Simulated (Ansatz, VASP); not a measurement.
MgS in VASP and in Ansatz

The input INCAR:

```
PREC = Accurate ; ENCUT = 520
EDIFF = 1E-6 ; ISMEAR = 0
SIGMA = 0.1 ; LREAL = False
LASPH = True ; NELM = 60
ALGO = Normal ; ISIF = 2
LWAVE = False ; LCHARG = False
LDIPOL = True ; IDIPOL = 3
DIPOL = 0.5 0.5 0.500 ; GGA = PE
IVDW = 12 ; NBANDS = 16
```

KPOINTS

```
regular mesh
0
Gamma
  6 6 1
```

The input POSCAR:

```
MgS
1.0
    3.5722644000      0.0000000000      0.0000000000
    0.0000000000      3.5722644000      0.0000000000
    0.0000000000      0.0000000000     18.0000000000
Mg S
2 2
Direct
    0.0000000000      0.0000000000      0.3950000000
    0.5000000000      0.5000000000      0.6050000000
    0.5000000000      0.5000000000      0.3950000000
    0.0000000000      0.0000000000      0.6050000000
```

Input for Ansatz:

```yaml
crystal:
  lattice:
    - [3.5722644, 0.0, 0.0]
    - [0.0, 3.5722644, 0.0]
    - [0.0, 0.0, 18.0]
  atoms:
    - { symbol: Mg, position: [0.0, 0.0, 0.395] }
    - { symbol: Mg, position: [0.5, 0.5, 0.605] }
    - { symbol: S, position: [0.5, 0.5, 0.395] }
    - { symbol: S, position: [0.0, 0.0, 0.605] }
  periodic: [true, true, false]
basis:
  ecutwfc: 420
kpoints:
  mp_grid: { grid: [6, 6, 1] }
hamiltonian:
  xc: pbe
  dispersion: d3bj
scf:
  occupations: { method: gaussian, width: 0.1 }
  lower_state_search: "off"
output:
  forces: true
  stress: true
  eigenvalues: true
```

Alike in both runs: task single point; functional PBE; dispersion D3(BJ); k mesh 6 × 6 × 1; occupations gaussian, width 0.1 eV; no spin polarisation.

|  | VASP | Ansatz |
| --- | --- | --- |
| version | VASP 6.6.1 | Ansatz 0.2.0 |
| potentials or method | VASP PAW PBE potentials, release 64 (Mg, S), cutoff 520 eV | scalar-relativistic, plane waves, PAW |
| valence electrons in the cell | 16 | 32 |

|  | VASP | Ansatz | Ansatz less VASP |
| --- | --- | --- | --- |
| gap on the k mesh at the Fermi level (eV) | 2.66 | 2.68 | +0.023 |
| least direct gap on the mesh (eV) | 2.69 | 2.70 | +0.014 |
| rms of the force components (eV/Å) | 0.165 | 0.165 | -0.0003 |

Atom by atom the forces differ by 0.001 eV/Å (rms over components). VASP's potentials hold 16 valence electrons a cell and Ansatz's 32, so a difference there can come from the potentials and not from the codes. Ansatz's warnings: slab cell height set.
